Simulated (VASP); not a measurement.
# S (P6/mmm) in VASP: single point with r2SCAN

Aim: the single point of S with r2SCAN.

Everything below comes from runs of VASP 6.6.1. Logs are shortened: lines on timing, memory, paths and dates and some standing lists are left out, and cuts for length are marked.

**1. The cell of the first run**

The structure is hexagonal, space group P6/mmm (No. 191). Conventional cell: a = 3.627 Å, b = 3.627 Å, c = 2.084 Å, α = 90.00°, β = 90.00°, γ = 120.00°. S (site symmetry 6/mmm) has 2 S at 2.08 Å within 2.8 Å.

**2. Single point, r2SCAN**

File POSCAR:

```
S
1.0
    3.6273425488      0.0000000001      0.0000000000
   -1.8136712745      3.1413707955      0.0000000000
    0.0000000000      0.0000000000      2.0843649310
S
1
Direct
    0.0000000000      0.0000000000      0.0000000000
```

File INCAR.step1:

```
  PREC = Accurate
  ENCUT = 520
  ISMEAR = 0
  SIGMA = 0.1
  LREAL = F
  LASPH = T
  NELM = 100
  NBANDS = 9
  GGA = PE
  ALGO = Normal
  EDIFF = 1E-4
  LWAVE = T
  LCHARG = F
```

File INCAR.step2:

```
  PREC = Accurate
  ENCUT = 520
  EDIFF = 1E-6
  ISMEAR = 0
  SIGMA = 0.1
  LREAL = F
  LASPH = T
  NELM = 100
  ALGO = Normal
  ISIF = 2
  LWAVE = F
  LCHARG = F
  METAGGA = R2SCAN
  LMIXTAU = T
  NBANDS = 9
  ISTART = 1
```

File KPOINTS:

```
regular mesh
0
Gamma
  18 18 26
```

Potentials or basis: VASP PAW PBE potentials, release 64 (S).

The run is started by

```console
$ cat potpaw_PBE.64/S/POTCAR > POTCAR
$ cp INCAR.step1 INCAR
$ mpirun -np 1 vasp_std > vasp.out
$ cp INCAR.step2 INCAR
$ mpirun -np 1 vasp_std > vasp.out
```

OUTCAR:

```text
PREC = Accurate
   ENCUT = 520
   EDIFF = 1E-6
   ISMEAR = 0
   LREAL = F
   LASPH = T
   NELM = 100
   ISIF = 2
   METAGGA = R2SCAN
   ISTART = 1

 ion  position               nearest neighbor table
   1  0.000  0.000  0.000-

  LATTYP: Found a hexagonal cell.
 ALAT       =     3.6273425488
 C/A-ratio  =     0.5746258874

  Lattice vectors:

 A1 = (   3.6273425488,   0.0000000001,   0.0000000000)
 A2 = (  -1.8136712745,   3.1413707955,   0.0000000000)
 A3 = (   0.0000000000,   0.0000000000,   2.0843649310)

Analysis of symmetry for initial positions (statically):
=====================================================================
 Subroutine PRICEL returns:
 Original cell was already a primitive cell.

 Routine SETGRP: Setting up the symmetry group for a
 hexagonal supercell.

 Subroutine GETGRP returns: Found 24 space group operations
 (whereof 24 operations were pure point group operations)
 out of a pool of 24 trial point group operations.

The static configuration has the point symmetry D_6h.

Analysis of symmetry for dynamics (positions and initial velocities):
=====================================================================
 Subroutine PRICEL returns:
 Original cell was already a primitive cell.

 Routine SETGRP: Setting up the symmetry group for a
 hexagonal supercell.

 Subroutine GETGRP returns: Found 24 space group operations
 (whereof 24 operations were pure point group operations)
 out of a pool of 24 trial point group operations.

The dynamic configuration has the point symmetry D_6h.

 Subroutine INISYM returns: Found 24 space group operations
 (whereof 24 operations are pure point group operations),
 and found     1 'primitive' translations

----------------------------------------------------------------------------------------

                                     Primitive cell

  volume of cell :      23.7510

  direct lattice vectors                    reciprocal lattice vectors
     3.627342549  0.000000000  0.000000000     0.275683916  0.159166183  0.000000000
    -1.813671275  3.141370795  0.000000000    -0.000000000  0.318332367  0.000000000
     0.000000000  0.000000000  2.084364931     0.000000000  0.000000000  0.479762438

  length of vectors
     3.627342549  3.627342549  2.084364931     0.318332367  0.318332367  0.479762438

  position of ions in fractional coordinates (direct lattice)
     0.000000000  0.000000000  0.000000000

  ion indices of the primitive-cell ions
   primitive index   ion index
                 1           1

----------------------------------------------------------------------------------------

 KPOINTS: regular mesh

Automatic generation of k-mesh.
 Grid dimensions read from file:
 generate k-points for:   18   18   26

 Generating k-lattice:

  Cartesian coordinates                     Fractional coordinates (reciprocal lattice)
     0.015315773  0.008842566  0.000000000     0.055555556 -0.000000000  0.000000000
    -0.000000000  0.017685131  0.000000000    -0.000000000  0.055555556  0.000000000
     0.000000000  0.000000000  0.018452401     0.000000000  0.000000000  0.038461538

  Length of vectors
     0.017685131  0.017685131  0.018452401

  Shift w.r.t. Gamma in fractional coordinates (k-lattice)
     0.000000000  0.000000000  0.000000000

 Subroutine IBZKPT returns following result:
 ===========================================

 Found    518 irreducible k-points:

 Following reciprocal coordinates:
            Coordinates               Weight
  0.000000  0.000000  0.000000      1.000000
  0.055556  0.000000  0.000000      6.000000
  0.111111  0.000000  0.000000      6.000000
  0.166667  0.000000  0.000000      6.000000
  0.222222 -0.000000  0.000000      6.000000
  0.277778  0.000000  0.000000      6.000000
[... 16 lines left out ...]
  0.333333  0.111111  0.000000     12.000000
  0.388889  0.111111  0.000000     12.000000
 [... further k-points ...]
   k-points           NKPTS =    518   k-points in BZ     NKDIM =    518   number of bands    NBANDS=      9
   number of dos      NEDOS =    301   number of ions     NIONS =      1
   total plane-waves  NPLWV =  12544
   dimension x,y,z NGX =    28 NGY =   28 NGZ =   16
   dimension x,y,z NGXF=    56 NGYF=   56 NGZF=   32
   ions per type =               1
   NGX,Y,Z   is equivalent  to a cutoff of  12.83, 12.83, 12.76 a.u.
   NGXF,Y,Z  is equivalent  to a cutoff of  25.67, 25.67, 25.52 a.u.
 SYSTEM =  unknown system
   PREC   = accura    normal or accurate (medium, high low for compatibility)
   ISTART =      1    job   : 0-new  1-cont  2-samecut
   ICHARG =      0    charge: 1-file 2-atom 10-const
   ISPIN  =      1    spin polarized calculation?
   LNONCOLLINEAR =      F non collinear calculations
   LSORBIT =      F    spin-orbit coupling
   LASPH  =      T    aspherical Exc in radial PAW
   ENCUT  =  520.0 eV  38.22 Ry    6.18 a.u.   6.74  6.74  3.88*2*pi/ulx,y,z
   NELM   =    100;   NELMIN=  2; NELMDL=  0     # of ELM steps
   EDIFF  = 0.1E-05   stopping-criterion for ELM
   LREAL  =      F    real-space projection
   EDIFFG = 0.1E-04   stopping-criterion for IOM
   NSW    =      0    number of steps for IOM
   IBRION =     -1    ionic relax: 0-MD 1-quasi-New 2-CG
   NFREE  =      0    steps in history (QN), initial steepest desc. (CG)
   ISIF   =      2    stress and relaxation
   ISYM   =      2    0-nonsym 1-usesym 2-fastsym
   POTIM  = 0.5000    time-step for ionic-motion
   TEBEG  =    0.0;   TEEND  =   0.0 temperature during run
   PSTRESS=    0.0 pullay stress
   NELECT =       6.0000    total number of electrons
   NUPDOWN=      -1.0000    fix difference up-down
   EMIN   =  10.00;   EMAX   =-10.00  energy-range for DOS
   EFERMI =   0.00;   METHOD = LEGACY
   ISMEAR =     0;   SIGMA  =   0.10  broadening in eV -4-tet -1-fermi 0-gaus
   EFERMI_NEDOS =   21; number of points for ismear=-14 and -15
   IALGO  =     38    algorithm
   IMIX   =      4    mixing-type and parameters
     AMIX     =   0.40;   BMIX     =  1.00
     AMIX_MAG =   1.60;   BMIX_MAG =  1.00
  volume/ion in A,a.u.               =      23.75       160.28
  Fermi-wavevector in a.u.,A,eV,Ry     =   1.034899  1.955676 14.572063  1.071016
  Thomas-Fermi vector in A             =   2.169217
   LORBIT       =      0    0 simple, 1 ext, 2 COOP (PROOUT), +10 PAW based schemes
   METAGGA = R2SCAN    functional components
   LHFCALC =     F    Hartree Fock is set to
   AEXX    =    0.0000 exact exchange contribution
   IVDW    =     0    specifies the selected vdW correction
   LEPSILON=     F    determine dielectric tensor
   LRPA    =     F    only Hartree local field effects (RPA)
 non-spin polarized calculation
 Gauss-broadening in eV      SIGMA  =   0.10
  energy-cutoff  :      520.00
  volume of cell :       23.75
 maximum number of plane-waves:       658
 NGX is ok and might be reduce to    28
   NGX = 13   NGY = 13   NGZ =  7

 number of electron       6.0000000 magnetization

 Free energy of the ion-electron system (eV)
  ---------------------------------------------------
  ext. energy  EPLUGINS =         0.00000000
  ---------------------------------------------------
  free energy    TOTEN  =        -7.27900754 eV

  energy without entropy =       -7.27566070  energy(sigma->0) =       -7.27733412

 E-fermi :   2.6985     XC(G=0):  -9.2716

 val. band max:        2.6795188443   @ k =   0.5000   0.0000   0.4615
 cond. band min:       2.7044731725   @ k =   0.1667   0.1111   0.2692
 fundamental gap:      0.0249543282
 Fermi energy:         2.6985456109

 k-point     1 :       0.0000    0.0000    0.0000
  band No.  band energies     occupation
      1     -14.3131      2.00000
      2      -0.2566      2.00000
      3      -0.2566      2.00000
      4       6.9747      0.00000
      5      11.8116      0.00000
      6      11.8116      0.00000
      7      14.3166      0.00000
      8      17.0744      0.00000
      9      19.7478      0.00000

 k-point     2 :       0.0556    0.0000    0.0000
  band No.  band energies     occupation
      1     -14.2997      2.00000
      2      -0.3715      2.00000
      3      -0.2775      2.00000
      4       7.1299      0.00000
      5      11.6556      0.00000
      6      11.9121      0.00000
      7      14.3213      0.00000
      8      17.3826      0.00000
      9      19.7316      0.00000

 k-point     3 :       0.1111    0.0000    0.0000
  band No.  band energies     occupation
      1     -14.2607      2.00000
      2      -0.6817      2.00000
      3      -0.3369      2.00000
      4       7.5463      0.00000
      5      11.3024      0.00000
      6      12.2092      0.00000
      7      14.3347      0.00000
      8      18.2053      0.00000
      9      19.6786      0.00000

 k-point     4 :       0.1667    0.0000    0.0000
  band No.  band energies     occupation
      1     -14.1998      2.00000
      2      -1.1110      2.00000
      3      -0.4252      2.00000
      4       8.0837      0.00000
      5      10.9835      0.00000
      6      12.6903      0.00000
      7      14.3555      0.00000
      8      19.3415      0.00000
      9      19.6022      0.00000

 k-point     5 :       0.2222   -0.0000    0.0000
  band No.  band energies     occupation
      1     -14.1231      2.00000
      2      -1.5832      2.00000
      3      -0.5296      2.00000
      4       8.4966      0.00000
      5      10.9789      0.00000
      6      13.3362      0.00000
      7      14.3811      0.00000
      8      19.3583      0.00000
      9      20.7868      0.00000

 k-point     6 :       0.2778    0.0000    0.0000
  band No.  band energies     occupation
      1     -14.0389      2.00000
      2      -2.0390      2.00000
      3      -0.6364      2.00000
      4       8.5720      0.00000
      5      11.4996      0.00000
      6      14.1209      0.00000
      7      14.4087      0.00000
      8      19.0345      0.00000
      9      22.3288      0.00000
[... 169 lines left out ...]
 k-point    21 :       0.2222    0.1111    0.0000
  band No.  band energies     occupation
      1     -14.0127      2.00000
      2      -2.0756      2.00000
      3      -0.8158      2.00000
      4       9.1444      0.00000
      5      10.8795      0.00000
      6      14.4171      0.00000
      7      14.6898      0.00000
      8      18.9277      0.00000
      9      22.7195      0.00000

 k-point    22 :       0.2778    0.1111    0.0000
  band No.  band energies     occupation
      1     -13.9354      2.00000
      2      -2.4186      2.00000
      3      -0.9505      2.00000
      4       9.0117      0.00000
      5      11.7123      0.00000
      6      14.4417      0.00000
      7      15.6236      0.00000
      8      18.4129      0.00000
      9      24.0901      0.00000

 k-point    23 :       0.3333    0.1111    0.0000
  band No.  band energies     occupation
      1     -13.8706      2.00000
      2      -2.6863      2.00000
      3      -1.0561      2.00000
      4       8.8388      0.00000
      5      12.7357      0.00000
      6      14.4620      0.00000
      7      16.3785      0.00000
      8      17.8963      0.00000
      9      23.0466      0.00000

 k-point    24 :       0.3889    0.1111    0.0000
  band No.  band energies     occupation
      1     -13.8274      2.00000
      2      -2.8563      2.00000
      3      -1.1230      2.00000
      4       8.7185      0.00000
      5      13.8016      0.00000
      6      14.4752      0.00000
      7      16.1570      0.00000
      8      18.1037      0.00000
      9      22.1038      0.00000

 [... further k-points ...]
[... 5 lines left out ...]
  --------------------------------------------------------------------------------------
  -------------------------------------------------------------------------------------
  Total       -0.0123134     -0.0123134     -0.1299284      0.0000000      0.0000000     -0.0000000
  in kB       -0.8306269     -0.8306269     -8.7646231      0.0000000      0.0000000     -0.0000000
  external PRESSURE =      -3.4752923 kB  Pullay stress =       0.0000000 kB

 VOLUME and BASIS-vectors are now :
 -----------------------------------------------------------------------------
  energy-cutoff  :      520.00
  volume of cell :       23.75
      direct lattice vectors                 reciprocal lattice vectors
     3.627342549  0.000000000  0.000000000     0.275683916  0.159166183  0.000000000
    -1.813671275  3.141370795  0.000000000    -0.000000000  0.318332367  0.000000000
     0.000000000  0.000000000  2.084364931     0.000000000  0.000000000  0.479762438

 POSITION                                       TOTAL-FORCE (eV/Angst)
 -----------------------------------------------------------------------------------
      0.00000      0.00000      0.00000        -0.000000      0.000000      0.000000
 -----------------------------------------------------------------------------------
    total drift:                                0.000000      0.000000     -0.000000

  FREE ENERGIE OF THE ION-ELECTRON SYSTEM (eV)
  ---------------------------------------------------
  free  energy   TOTEN  =        -7.2790075355 eV

  energy  without entropy=       -7.2756606974  energy(sigma->0) =       -7.27733412
```

It took 5.3 min on 1 thread of Intel Xeon Platinum 8375C at 2.90GHz (Ice Lake), shared host; peak memory 0.21 GiB.

What came out:

```
Free energy            : -7.2790 eV
Pressure               : -0.3 GPa
Band gap on the k mesh : zero (band 3 reaches 4.95 eV, above the bottom of band 4 at 1.29 eV)
```

Stress tensor (GPa, compression positive):
```
-0.08  0.00  0.00
 0.00 -0.08  0.00
 0.00  0.00 -0.88
```

Levels at points of the mesh, in eV from the Fermi level:
```
           k point  band 1  band 2  band 3  band 4  band 5  band 6
(0.00, 0.00, 0.00)  -17.01   -2.96   -2.96    4.28    9.11    9.11
(0.50, 0.00, 0.00)  -16.53   -5.70   -3.57    5.40   11.78   13.01
(0.00, 0.00, 0.50)   -9.00   -8.69    2.25    2.25    9.39    9.39
(0.50, 0.00, 0.50)   -8.42   -8.40    0.21    1.79    5.94    8.63
```

Caveat: the PAW data sets were made with another functional, which shifts forces and pressure a little.
